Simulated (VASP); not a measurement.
Write the native input for VASP 6.6.1 that does the following.

| Quantity | Value |
| --- | --- |
| Task | single point |
| Functional | LDA |
| Potentials or basis | VASP PAW LDA potentials, release 64 (Zr_sv, B) |
| Cutoff | 500 eV |
| k mesh | 8 × 8 × 8 |
| Occupations | gaussian, width 0.05 eV |
| Spin | no spin polarisation |
| Dipole correction | no |
| Further INCAR settings | ALGO = Normal; EDIFF = 1e-06; NBANDS = 14 |

The structure of ZrB lies in POSCAR:

```
ZrB
1.0
    0.0000000000      2.4319673048      2.4319673048
    2.4319673048      0.0000000000      2.4319673048
    2.4319673048      2.4319673048      0.0000000000
Zr B
1 1
Direct
    0.5000000000      0.5000000000      0.5000000000
    0.0000000000      0.0000000000      0.0000000000
```

These files were run (other wordings do the same):

INCAR

```
SYSTEM = ZrB
ALGO     = Normal         ! electronic algorithm
EDIFF    = 1E-6           ! SCF threshold, eV
ENCUT    = 500            ! plane-wave cutoff, eV
GGA_COMPAT= .False.      
ISIF     = 2              ! what is computed and relaxed
ISMEAR   = 0              ! smearing method
LASPH    = .True.         ! aspherical terms in the spheres
LCHARG   = .False.        ! write CHGCAR
LREAL    = .False.        ! projectors in reciprocal space
LWAVE    = .False.        ! write WAVECAR
NBANDS   = 14             ! bands
NELM     = 120            ! most SCF steps
PREC     = Accurate       ! precision mode
SIGMA    = 0.05           ! smearing width, eV
```

KPOINTS

```
k-points
0
Gamma
  8 8 8
  0 0 0
```

Potentials or basis: VASP PAW LDA potentials, release 64 (Zr_sv, B).

Launch:

```console
$ cat potpaw_LDA.64/Zr_sv/POTCAR potpaw_LDA.64/B/POTCAR > POTCAR
$ mpirun -np 1 vasp_std > vasp.out
```

Results of the run:

The pressure is -3.1 GPa and the band gap on the k mesh is zero (an odd number of electrons rules out a gap without spin polarisation).

Caveat: the cell stands under tension.

It took 20 s on 1 thread of Intel(R) Xeon(R) Platinum 8259CL CPU @ 2.50GHz (Skylake/Cascade Lake), on a shared host, peak memory 0.14 GiB.
